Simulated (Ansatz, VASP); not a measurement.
**GaN: VASP beside Ansatz**

```xyz
2
Lattice="0.0000 2.2276 2.2276 2.2276 0.0000 2.2276 2.2276 2.2276 0.0000" Properties=species:S:1:pos:R:3 pbc="T T T"
Ga    0.0000    0.0000    0.0000
N     1.1138    1.1138    1.1138
```

Alike in both runs: functional LDA; k mesh 10 × 10 × 10; occupations gaussian, width 0.02 eV; no spin polarisation.

Ansatz relaxed the structure, and its values are those at the end. VASP's run is a single point on that final structure, the one shown.

```csv
,VASP,Ansatz
version,VASP 6.6.1,Ansatz 0.2.0
potentials or method,"VASP PAW LDA potentials, release 64 (Ga_d, N_h), cutoff 1330 eV","scalar-relativistic, plane waves, PAW"
valence electrons in the cell,18,18
```

```csv
,VASP,Ansatz,Ansatz less VASP
gap on the k mesh at the Fermi level (eV),1.97,1.96,-0.013
least direct gap on the mesh (eV),1.97,1.96,-0.013
pressure (GPa),1.0,0.0,-1.00
```

Ansatz warns that its potentials were made for another functional, while VASP's fit it. LDA's correlation is that of Perdew and Zunger in VASP and of Perdew and Wang (1992) in Ansatz.
